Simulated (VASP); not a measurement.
# Be3CdO4 in VASP: further runs

Runs on Be3CdO4. Level: PBE. Tasks: single point.

All numbers are computed with VASP 6.6.1; they aren't measurements. Logs are shortened: lines on timing, memory, paths and dates and some standing lists are left out, and cuts for length are marked.

**1. The cell of the first run**

The structure is tetragonal, space group P-4m2 (No. 115). The conventional cell has a = 2.860 Å, b = 2.860 Å, c = 8.683 Å, α = 90.00°, β = 90.00°, γ = 90.00°. Within 2.2 Å of Be (site symmetry 2mm) lie 4 O at 1.68 to 1.70 Å. Within 2.2 Å of Be (site symmetry -4m2) lie 4 O at 1.69 Å. Cd (site symmetry -4m2) has 4 O at 2.18 Å and 4 Cd at 2.86 Å within 2.9 Å. O (site symmetry 2mm) has 4 Be at 1.69 to 1.70 Å within 2.2 Å. Within 2.2 Å of O (site symmetry 2mm) lie 2 Be at 1.68 Å and 2 Cd at 2.18 Å.

**2. Single point, PBE**

The input, INCAR:

```
ALGO = Normal
EDIFF = 1E-6
ENCUT = 600
GGA = PE
GGA_COMPAT = F
ISIF = 2
ISMEAR = 0
LASPH = T
LCHARG = F
LREAL = F
LWAVE = F
NBANDS = 31
NELM = 120
PREC = Accurate
SIGMA = 0.1
```

The input, KPOINTS:

```
k-points
0
Gamma
  6 6 2
```

The input, POSCAR:

```
Be3CdO4
1.0
    2.8600320608      0.0000000000      0.0000000000
    0.0000000000      2.8600320608      0.0000000000
    0.0000000000      0.0000000000      8.6828557133
Be Cd O
3 1 4
Direct
    0.5000000000      0.5000000000      0.7088926525
    0.0000000000      0.0000000000      0.5000000000
    0.5000000000      0.5000000000      0.2911073475
    0.0000000000      0.0000000000      0.0000000000
    0.0000000000      0.5000000000      0.6040585635
    0.5000000000      0.0000000000      0.8103401218
    0.5000000000      0.0000000000      0.3959414365
    0.0000000000      0.5000000000      0.1896598782
```

Potentials or basis: VASP PAW PBE potentials, release 64 (Be, Cd, O).

Command:

```bash
> cat potpaw_PBE.64/Be/POTCAR potpaw_PBE.64/Cd/POTCAR potpaw_PBE.64/O/POTCAR > POTCAR
> mpirun -np 1 vasp_std > vasp.out
```

OUTCAR:

```text
EDIFF = 1E-6
   ENCUT = 600
   GGA = PE
   ISIF = 2
   ISMEAR = 0
   LASPH = T
   LREAL = F
   NELM = 120
   PREC = Accurate

 ion  position               nearest neighbor table
   1  0.500  0.500  0.709-   6 1.68   6 1.68   5 1.70   5 1.70
   2  0.000  0.000  0.500-   5 1.69   7 1.69   5 1.69   7 1.69
   3  0.500  0.500  0.291-   8 1.68   8 1.68   7 1.70   7 1.70
   4  0.000  0.000  0.000-   6 2.18   8 2.18   8 2.18   6 2.18
   5  0.000  0.500  0.604-   2 1.69   2 1.69   1 1.70   1 1.70
   6  0.500  0.000  0.810-   1 1.68   1 1.68   4 2.18   4 2.18
   7  0.500  0.000  0.396-   2 1.69   2 1.69   3 1.70   3 1.70
   8  0.000  0.500  0.190-   3 1.68   3 1.68   4 2.18   4 2.18

  LATTYP: Found a simple tetragonal cell.
 ALAT       =     2.8600320608
 C/A-ratio  =     3.0359295031

  Lattice vectors:

 A1 = (   2.8600320608,   0.0000000000,   0.0000000000)
 A2 = (   0.0000000000,   2.8600320608,   0.0000000000)
 A3 = (   0.0000000000,   0.0000000000,   8.6828557133)

Analysis of symmetry for initial positions (statically):
=====================================================================
 Subroutine PRICEL returns:
 Original cell was already a primitive cell.

 Routine SETGRP: Setting up the symmetry group for a
 simple tetragonal supercell.

 Subroutine GETGRP returns: Found  8 space group operations
 (whereof  8 operations were pure point group operations)
 out of a pool of 16 trial point group operations.

The static configuration has the point symmetry D_2d.

Analysis of symmetry for dynamics (positions and initial velocities):
=====================================================================
 Subroutine PRICEL returns:
 Original cell was already a primitive cell.

 Routine SETGRP: Setting up the symmetry group for a
 simple tetragonal supercell.

 Subroutine GETGRP returns: Found  8 space group operations
 (whereof  8 operations were pure point group operations)
 out of a pool of 16 trial point group operations.

The dynamic configuration has the point symmetry D_2d.

 Subroutine INISYM returns: Found  8 space group operations
 (whereof  8 operations are pure point group operations),
 and found     1 'primitive' translations

----------------------------------------------------------------------------------------

                                     Primitive cell

  volume of cell :      71.0239

  direct lattice vectors                    reciprocal lattice vectors
     2.860032061  0.000000000  0.000000000     0.349646430  0.000000000  0.000000000
     0.000000000  2.860032061  0.000000000     0.000000000  0.349646430  0.000000000
     0.000000000  0.000000000  8.682855713     0.000000000  0.000000000  0.115169483

  length of vectors
     2.860032061  2.860032061  8.682855713     0.349646430  0.349646430  0.115169483

  position of ions in fractional coordinates (direct lattice)
     0.500000000  0.500000000  0.708892652
     0.000000000  0.000000000  0.500000000
     0.500000000  0.500000000  0.291107348
     0.000000000  0.000000000  0.000000000
     0.000000000  0.500000000  0.604058563
     0.500000000  0.000000000  0.810340122
     0.500000000  0.000000000  0.395941437
     0.000000000  0.500000000  0.189659878

  ion indices of the primitive-cell ions
   primitive index   ion index
                 1           1
                 2           2
                 3           3
                 4           4
                 5           5
                 6           6
                 7           7
                 8           8

----------------------------------------------------------------------------------------

 KPOINTS: k-points

Automatic generation of k-mesh.
 Grid dimensions read from file:
 generate k-points for:    6    6    2

 Generating k-lattice:

  Cartesian coordinates                     Fractional coordinates (reciprocal lattice)
     0.058274405  0.000000000  0.000000000     0.166666667  0.000000000  0.000000000
     0.000000000  0.058274405  0.000000000     0.000000000  0.166666667  0.000000000
     0.000000000  0.000000000  0.057584741     0.000000000  0.000000000  0.500000000

  Length of vectors
     0.058274405  0.058274405  0.057584741

  Shift w.r.t. Gamma in fractional coordinates (k-lattice)
     0.000000000  0.000000000  0.000000000

 Subroutine IBZKPT returns following result:
 ===========================================

 Found     20 irreducible k-points:

 Following reciprocal coordinates:
            Coordinates               Weight
  0.000000  0.000000  0.000000      1.000000
  0.166667  0.000000  0.000000      4.000000
  0.333333  0.000000  0.000000      4.000000
  0.500000  0.000000  0.000000      2.000000
  0.166667  0.166667  0.000000      4.000000
  0.333333  0.166667  0.000000      8.000000
[... 12 lines left out ...]
  0.500000  0.333333  0.500000      4.000000
  0.500000  0.500000  0.500000      1.000000
   k-points           NKPTS =     20   k-points in BZ     NKDIM =     20   number of bands    NBANDS=     31
   number of dos      NEDOS =    301   number of ions     NIONS =      8
   total plane-waves  NPLWV =  40320
   dimension x,y,z NGX =    24 NGY =   24 NGZ =   70
   dimension x,y,z NGXF=    48 NGYF=   48 NGZF=  140
   ions per type =               3   1   4
   NGX,Y,Z   is equivalent  to a cutoff of  13.95, 13.95, 13.40 a.u.
   NGXF,Y,Z  is equivalent  to a cutoff of  27.90, 27.90, 26.81 a.u.
 SYSTEM =  unknown system
   PREC   = accura    normal or accurate (medium, high low for compatibility)
   ISTART =      0    job   : 0-new  1-cont  2-samecut
   ICHARG =      2    charge: 1-file 2-atom 10-const
   ISPIN  =      1    spin polarized calculation?
   LNONCOLLINEAR =      F non collinear calculations
   LSORBIT =      F    spin-orbit coupling
   LASPH  =      T    aspherical Exc in radial PAW
   ENCUT  =  600.0 eV  44.10 Ry    6.64 a.u.   5.71  5.71 17.34*2*pi/ulx,y,z
   NELM   =    120;   NELMIN=  2; NELMDL= -5     # of ELM steps
   EDIFF  = 0.1E-05   stopping-criterion for ELM
   LREAL  =      F    real-space projection
   EDIFFG = 0.1E-04   stopping-criterion for IOM
   NSW    =      0    number of steps for IOM
   IBRION =     -1    ionic relax: 0-MD 1-quasi-New 2-CG
   NFREE  =      0    steps in history (QN), initial steepest desc. (CG)
   ISIF   =      2    stress and relaxation
   ISYM   =      2    0-nonsym 1-usesym 2-fastsym
   POTIM  = 0.5000    time-step for ionic-motion
   TEBEG  =    0.0;   TEEND  =   0.0 temperature during run
   PSTRESS=    0.0 pullay stress
   NELECT =      42.0000    total number of electrons
   NUPDOWN=      -1.0000    fix difference up-down
   EMIN   =  10.00;   EMAX   =-10.00  energy-range for DOS
   EFERMI =   0.00;   METHOD = LEGACY
   ISMEAR =     0;   SIGMA  =   0.10  broadening in eV -4-tet -1-fermi 0-gaus
   EFERMI_NEDOS =   21; number of points for ismear=-14 and -15
   IALGO  =     38    algorithm
   IMIX   =      4    mixing-type and parameters
     AMIX     =   0.40;   BMIX     =  1.00
     AMIX_MAG =   1.60;   BMIX_MAG =  1.00
  volume/ion in A,a.u.               =       8.88        59.91
  Fermi-wavevector in a.u.,A,eV,Ry     =   1.374115  2.596701 25.690418  1.888192
  Thomas-Fermi vector in A             =   2.499571
   LORBIT       =      0    0 simple, 1 ext, 2 COOP (PROOUT), +10 PAW based schemes
   GGA     = PE    functional components
   LHFCALC =     F    Hartree Fock is set to
   AEXX    =    0.0000 exact exchange contribution
   IVDW    =     0    specifies the selected vdW correction
   LEPSILON=     F    determine dielectric tensor
   LRPA    =     F    only Hartree local field effects (RPA)
 non-spin polarized calculation
 Gauss-broadening in eV      SIGMA  =   0.10
  energy-cutoff  :      600.00
  volume of cell :       71.02
 maximum number of plane-waves:      2404
 NGX is ok and might be reduce to    24
   NGX = 11   NGY = 11   NGZ = 35

 number of electron      42.0000028 magnetization

 Free energy of the ion-electron system (eV)
  ---------------------------------------------------
  ext. energy  EPLUGINS =         0.00000000
  ---------------------------------------------------
  free energy    TOTEN  =       -49.14419427 eV

  energy without entropy =      -49.14419427  energy(sigma->0) =      -49.14419427

 E-fermi :   3.3907     XC(G=0): -11.1407

 val. band max:        2.9440130975   @ k =   0.0000   0.0000   0.0000
 cond. band min:       4.7636687730   @ k =   0.0000   0.0000   0.0000
 fundamental gap:      1.8196556755
 Fermi energy:         3.3906762055

 k-point     1 :       0.0000    0.0000    0.0000
  band No.  band energies     occupation
      1     -15.5068      2.00000
      2     -14.8799      2.00000
      3     -14.3385      2.00000
      4     -13.5574      2.00000
      5      -5.6564      2.00000
      6      -5.0273      2.00000
[... 23 lines left out ...]
     30      17.0287      0.00000
     31      17.3501      0.00000

 k-point     2 :       0.1667    0.0000    0.0000
  band No.  band energies     occupation
      1     -15.3113      2.00000
      2     -14.7434      2.00000
      3     -14.2492      2.00000
      4     -13.5790      2.00000
      5      -5.4967      2.00000
      6      -4.7669      2.00000
[... 23 lines left out ...]
     30      17.2231      0.00000
     31      17.4664      0.00000

 k-point     3 :       0.3333    0.0000    0.0000
  band No.  band energies     occupation
      1     -14.7976      2.00000
      2     -14.4186      2.00000
      3     -14.0986      2.00000
      4     -13.7401      2.00000
      5      -5.3257      2.00000
      6      -4.7524      2.00000
[... 23 lines left out ...]
     30      16.1781      0.00000
     31      17.1276      0.00000

 k-point     4 :       0.5000    0.0000    0.0000
  band No.  band energies     occupation
      1     -14.1974      2.00000
      2     -14.1916      2.00000
      3     -14.1254      2.00000
      4     -14.1119      2.00000
      5      -5.2682      2.00000
      6      -4.8638      2.00000
[... 23 lines left out ...]
     30      15.9125      0.00000
     31      16.8445      0.00000

 k-point     5 :       0.1667    0.1667    0.0000
  band No.  band energies     occupation
      1     -15.1267      2.00000
      2     -14.6136      2.00000
      3     -14.1638      2.00000
      4     -13.5879      2.00000
      5      -5.2267      2.00000
      6      -4.6806      2.00000
[... 23 lines left out ...]
     30      16.7797      0.00000
     31      17.1342      0.00000
[... 406 lines left out ...]
     30      15.7462      0.00000
     31      16.9570      0.00000

 k-point    18 :       0.3333    0.3333    0.5000
  band No.  band energies     occupation
      1     -14.2608      2.00000
      2     -14.0870      2.00000
      3     -13.8406      2.00000
      4     -13.7087      2.00000
      5      -5.0445      2.00000
      6      -4.6681      2.00000
[... 23 lines left out ...]
     30      16.5193      0.00000
     31      17.4359      0.00000

 k-point    19 :       0.5000    0.3333    0.5000
  band No.  band energies     occupation
      1     -13.9090      2.00000
      2     -13.9053      2.00000
      3     -13.8372      2.00000
      4     -13.8363      2.00000
      5      -5.2614      2.00000
      6      -4.6123      2.00000
[... 23 lines left out ...]
     30      16.9038      0.00000
     31      17.1321      0.00000

 k-point    20 :       0.5000    0.5000    0.5000
  band No.  band energies     occupation
      1     -13.8066      2.00000
      2     -13.8066      2.00000
      3     -13.7351      2.00000
      4     -13.7351      2.00000
      5      -5.4951      2.00000
      6      -4.5336      2.00000
[... 23 lines left out ...]
     30      17.9128      0.00000
     31      18.5287      0.00000

------------------------ aborting loop because EDIFF is reached ----------------------------------------

  FORCE on cell =-STRESS in cart. coord.  units (eV):
  Direction    XX          YY          ZZ          XY          YZ          ZX
  --------------------------------------------------------------------------------------
  -------------------------------------------------------------------------------------
  Total        0.1683677      0.1683677      0.5488189      0.0000000     -0.0000000      0.0000000
  in kB        3.7980881      3.7980881     12.3804169      0.0000000     -0.0000000      0.0000000
  external PRESSURE =       6.6588644 kB  Pullay stress =       0.0000000 kB

 VOLUME and BASIS-vectors are now :
 -----------------------------------------------------------------------------
  energy-cutoff  :      600.00
  volume of cell :       71.02
      direct lattice vectors                 reciprocal lattice vectors
     2.860032061  0.000000000  0.000000000     0.349646430  0.000000000  0.000000000
     0.000000000  2.860032061  0.000000000     0.000000000  0.349646430  0.000000000
     0.000000000  0.000000000  8.682855713     0.000000000  0.000000000  0.115169483

 POSITION                                       TOTAL-FORCE (eV/Angst)
 -----------------------------------------------------------------------------------
      1.43002      1.43002      6.15521        -0.000000      0.000000      0.001295
      0.00000      0.00000      4.34143        -0.000000     -0.000000      0.000000
      1.43002      1.43002      2.52764        -0.000000      0.000000     -0.001295
      0.00000      0.00000      0.00000        -0.000000     -0.000000      0.000000
      0.00000      1.43002      5.24495         0.000000     -0.000000      0.001435
      1.43002      0.00000      7.03607         0.000000      0.000000     -0.128605
      1.43002      0.00000      3.43790        -0.000000     -0.000000     -0.001435
      0.00000      1.43002      1.64679        -0.000000     -0.000000      0.128605
 -----------------------------------------------------------------------------------
    total drift:                                0.000000      0.000000      0.000000

  FREE ENERGIE OF THE ION-ELECTRON SYSTEM (eV)
  ---------------------------------------------------
  free  energy   TOTEN  =       -49.1441942652 eV

  energy  without entropy=      -49.1441942652  energy(sigma->0) =      -49.14419427
```

Run time: 33 s. Hardware: 1 thread of AMD EPYC 9R45 (Zen 5), shared host; peak memory 0.18 GiB.

Results:

| Quantity | Value |
| --- | --- |
| Free energy | -49.1442 eV |
| Pressure | 0.7 GPa |
| Largest force | 0.129 eV/Å |
| Band gap on the k mesh | 1.82 eV |

Forces in eV/Å, atoms in the order of the input:
```
Be   0.000  0.000  0.001
Be   0.000  0.000  0.000
Be   0.000  0.000 -0.001
Cd   0.000  0.000  0.000
O    0.000  0.000  0.001
O    0.000  0.000 -0.129
O    0.000  0.000 -0.001
O    0.000  0.000  0.129
```

A k mesh can miss the band edges.

**3. Single point, PBE**

The input, INCAR:

```
PREC     = Accurate       # precision mode
ENCUT    = 600            # plane-wave cutoff, eV
EDIFF    = 1E-6           # SCF threshold, eV
ISMEAR   = 0              # smearing method
SIGMA    = 0.1            # smearing width, eV
LREAL    = F              # projectors in reciprocal space
LASPH    = T              # aspherical terms in the spheres
NELM     = 120            # most SCF steps
ALGO     = Normal         # electronic algorithm
ISIF     = 2              # what is computed and relaxed
LWAVE    = F              # write WAVECAR
LCHARG   = F              # write CHGCAR
GGA      = PE             # functional
NBANDS   = 31             # bands
GGA_COMPAT= F
```

The input, KPOINTS:

```
regular mesh
0
Gamma
  4 4 2
```

The input, POSCAR:

```
Be3CdO4
1.0
    2.8591661207     -0.0000111355      0.0001940399
   -0.0000096394      2.8591042793     -0.0002956159
    0.0008610262     -0.0011907810      8.6866430285
Be Cd O
3 1 4
Direct
    0.4999363985      0.5002119845      0.7089552748
    0.0000439881      0.0000612591      0.4999994240
    0.5001464217      0.4999057444      0.2910436891
   -0.0002807750     -0.0004174577     -0.0000014609
    0.9999899978      0.5001384699      0.6040903020
    0.4998858696      0.0002803874      0.8103817449
    0.5000926320     -0.0000108922      0.3959107382
    1.0001854675      0.4998305045      0.1896202878
```

Potentials or basis: VASP PAW PBE potentials, release 64 (Be, Cd, O).

Command:

```bash
> cat potpaw_PBE.64/Be/POTCAR potpaw_PBE.64/Cd/POTCAR potpaw_PBE.64/O/POTCAR > POTCAR
> mpirun -np 1 vasp_std > vasp.out
```

Run time: 33 s. Hardware: 1 thread of AMD EPYC 9R45 (Zen 5), shared host; peak memory 0.18 GiB.

Results (log left out):

- Free energy: -49.1287 eV
- Pressure: 0.7 GPa
- Largest force: 0.132 eV/Å
- Band gap on the k mesh: 1.81 eV

Forces on the atoms (eV/Å):
```
Be   0.000  0.000  0.000
Be   0.000  0.000  0.000
Be   0.000  0.000  0.000
Cd   0.000  0.000  0.000
O    0.000  0.000  0.000
O    0.000  0.000 -0.132
O    0.000  0.000  0.000
O    0.000  0.000  0.132
```

Stress tensor (GPa, compression positive):
```
0.55 0.00 0.00
0.00 0.56 0.01
0.00 0.01 0.98
```

Levels at points of the mesh, in eV from the valence-band top:
| k point | band 18 | band 19 | band 20 | band 21 | band 22 | band 23 | band 24 | band 25 |
| --- | --- | --- | --- | --- | --- | --- | --- | --- |
| (0.00, 0.00, 0.00) | -1.29 | -0.88 | 0.00 | 0.00 | 1.81 | 6.31 | 7.20 | 7.44 |
| (0.50, 0.00, 0.00) | -1.68 | -1.06 | -1.03 | -0.07 | 4.09 | 5.01 | 10.43 | 10.88 |
| (0.00, 0.50, 0.00) | -1.68 | -1.06 | -1.03 | -0.07 | 4.09 | 5.01 | 10.43 | 10.88 |
| (0.50, 0.50, 0.00) | -2.23 | -2.23 | -2.03 | -1.97 | 5.50 | 5.50 | 8.89 | 8.89 |
| (0.00, 0.00, 0.50) | -1.08 | -1.08 | -0.08 | -0.08 | 2.21 | 6.17 | 6.66 | 7.54 |
| (0.50, 0.00, 0.50) | -1.68 | -1.50 | -1.41 | -0.07 | 4.10 | 5.04 | 10.42 | 10.67 |
| (0.00, 0.50, 0.50) | -1.68 | -1.50 | -1.41 | -0.07 | 4.10 | 5.04 | 10.42 | 10.67 |
| (0.50, 0.50, 0.50) | -2.44 | -2.44 | -2.35 | -1.76 | 5.95 | 5.95 | 7.91 | 7.91 |

Caveat: the k points lie up to 0.55 Å⁻¹ apart. A k mesh can miss the band edges.
